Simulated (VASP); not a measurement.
A run of VASP 6.6.1 is set up as follows.

Contents of INCAR:

```
SYSTEM = BaTiO3
PREC = Accurate
ENCUT = 520
EDIFF = 1E-6
ISMEAR = -1
SIGMA = 0.02
LREAL = .False.
LASPH = .True.
NELM = 60
ALGO = Normal
ISIF = 2
LWAVE = .False.
LCHARG = .False.
GGA = PE
IBRION = 2
NSW = 80
EDIFFG = -0.02
```

The input KPOINTS:

```
regular mesh
0
Gamma
  8 8 8
  0 0 0
```

The input POSCAR:

```
BaTiO3
1.0
    4.0060000000      0.0000000000      0.0000000000
    0.0000000000      4.0060000000      0.0000000000
    0.0000000000      0.0000000000      4.0861200000
Ba Ti O
1 1 3
Direct
    0.5000000000      0.5000000000      0.5000000000
    0.0000000000      0.0000000000      0.0000000000
    0.5000000000      0.0000000000      0.0000000000
    0.0000000000      0.5000000000      0.0000000000
    0.0000000000      0.0000000000      0.5000000000
```

Potentials or basis: VASP PAW PBE potentials, release 64 (Ba_sv, Ti_sv, O).

Run with:

```sh
$ cat potpaw_PBE.64/Ba_sv/POTCAR potpaw_PBE.64/Ti_sv/POTCAR potpaw_PBE.64/O/POTCAR > POTCAR
$ mpirun -np 1 vasp_std > vasp.out
```

Predict the band gap on the k mesh.

1.66 eV (least direct gap 1.85 eV).

Final structure:
```
CELL_PARAMETERS angstrom
4.00600 0.00000 0.00000
0.00000 4.00600 0.00000
0.00000 0.00000 4.08612
ATOMIC_POSITIONS crystal
Ba 0.50000 0.50000 0.50000
Ti 0.00000 0.00000 0.00000
O 0.50000 0.00000 0.00000
O 0.00000 0.50000 0.00000
O 0.00000 0.00000 0.50000
```

Caveat: the cell differs from its parent crystal (z stretched by +2 %); the relaxation stopped at its first step, so nothing moved; spin-orbit coupling is left out, which moves the levels of the heavy elements. A k mesh can miss the band edges.
